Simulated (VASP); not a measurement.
## Ge: single point with SVWN5

**Experimental background.**

From “Temperature-dependent photoluminescence in Ge: experiment and theory”, 2020, arxiv:2003.00143, for a bulk crystal of Ge at 0 K: band gap 0.744 eV (indirect).

Crystal: Ge.

```xyz
2
Lattice="0.0000 2.8099 2.8099 2.8099 0.0000 2.8099 2.8099 2.8099 0.0000" Properties=species:S:1:pos:R:3 pbc="T T T"
Ge    4.2149    4.2149    4.2149
Ge    2.8099    2.8099    2.8099
```

| Quantity | Value |
| --- | --- |
| Program | VASP 6.6.1 |
| Task | single point |
| Functional | SVWN5 |
| Potentials or basis | VASP PAW PBE potentials, release 64 (Ge_d) |
| Cutoff | 520 eV |
| k mesh | 8 × 8 × 8 |
| Occupations | fermi-dirac, width 0.05 eV |
| Spin | no spin polarisation |

```yaml
Pressure: 0.1 GPa
Band_gap_on_the_k_mesh: zero (filled and empty bands touch)
```

Levels at points of the mesh, in eV from the Fermi level:
| k point | band 12 | band 13 | band 14 | band 15 | band 16 | band 17 |
| --- | --- | --- | --- | --- | --- | --- |
| (0.00, 0.00, 0.00) | -0.03 | -0.02 | -0.02 | -0.02 | 2.52 | 2.52 |
| (0.50, 0.00, 0.00) | -7.76 | -1.45 | -1.45 | 0.09 | 3.72 | 3.72 |
| (0.50, 0.50, 0.00) | -9.04 | -3.16 | -3.16 | 0.63 | 0.63 | 9.56 |

It took 18 s on 1 thread of AMD EPYC 7R13 Processor (Zen 3), with other jobs on the host, peak memory 0.12 GiB.

Measured gap of Ge: 0.744 eV (indirect; 0 K; “Temperature-dependent photoluminescence in Ge: experiment and theory”, 2020, arxiv:2003.00143). This calculation gives 0.00 eV (-0.74 eV). 3 values of this kind are on record (0.666 to 0.807 eV); this one was drawn at random among those near their median. Spin-orbit coupling on Ge is left out. The value is that of SVWN5 on a finite k mesh, which can miss the band edges, without temperature or zero-point motion.

Caveat: the PAW data sets were made with another functional, which shifts forces and pressure a little.
